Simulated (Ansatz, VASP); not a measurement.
**One calculation of SiC, two programs**

```
Si C
1.0
     2.89401    0.00000    0.00000
    -1.44700    2.50628    0.00000
     0.00000    0.00000    5.14641
Si C
2 2
Direct
  0.33333 0.66667 0.00963
  0.66667 0.33333 0.50963
  0.33333 0.66667 0.37537
  0.66667 0.33333 0.87537
```

Alike in both runs: functional LDA; k mesh 12 × 12 × 6; occupations gaussian, width 0.05 eV; no spin polarisation.

Ansatz relaxed the structure, and its values are those at the end. VASP's run is a single point on that final structure, the one shown.

|  | VASP | Ansatz |
| --- | --- | --- |
| version | VASP 6.6.1 | Ansatz 0.2.0 |
| potentials or method | VASP PAW LDA potentials, release 64 (Si, C), cutoff 520 eV | scalar-relativistic, plane waves, PAW |
| valence electrons in the cell | 16 | 16 |

```tsv
	VASP	Ansatz	Ansatz less VASP
gap on the k mesh at the Fermi level (eV)	1.17	1.20	+0.021
least direct gap on the mesh (eV)	4.26	4.27	+0.018
pressure (GPa)	23.6	23.2	-0.41
```

Ansatz warns that its potentials were made for another functional, while VASP's fit it. LDA's correlation is that of Perdew and Zunger in VASP and of Perdew and Wang (1992) in Ansatz. Ansatz's warnings: stress scf threshold loose.
